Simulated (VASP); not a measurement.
A run of VASP 6.6.1:

The input INCAR:

```
PREC = Accurate ; ENCUT = 400
EDIFF = 1E-6 ; ISMEAR = 0
SIGMA = 0.1 ; LREAL = F
LASPH = T ; NELM = 120
ALGO = Normal ; ISIF = 2
LWAVE = F ; LCHARG = F
LDIPOL = T ; IDIPOL = 3
DIPOL = 0.5 0.5 0.363 ; GGA = PE
NBANDS = 26 ; GGA_COMPAT = F
NELMDL = -8
```

File KPOINTS:

```
Automatic mesh
0
Gamma
  9 9 1
```

File POSCAR:

```
Pt3Cl
1.0
    2.8071640675      0.0000000000      0.0000000000
    0.0000000000      2.8071640675      0.0000000000
    0.0000000000      0.0000000000     19.3513901305
Pt Cl
3 1
Direct
    0.5000000000      0.5000000000      0.2067034964
    0.0000000000      0.0000000000      0.3062505503
    0.5685561588      0.5685561588      0.4116465073
    0.6666666667      0.6666666667      0.5281832105
```

Potentials or basis: VASP PAW PBE potentials, release 64 (Pt, Cl).

Command:

```bash
$ cat potpaw_PBE.64/Pt/POTCAR potpaw_PBE.64/Cl/POTCAR > POTCAR
$ mpirun -np 1 vasp_std > vasp.out
```

Hardware: 1 thread of AMD EPYC 9R45 96-Core Processor (Zen 5), on a shared host.

Q: Estimate the wall time of this run.

A: Wall time 71 s on 1 thread of AMD EPYC 9R45 96-Core Processor (Zen 5), on a shared host, peak memory 0.18 GiB. Counts: scf iterations 32, k points 25.
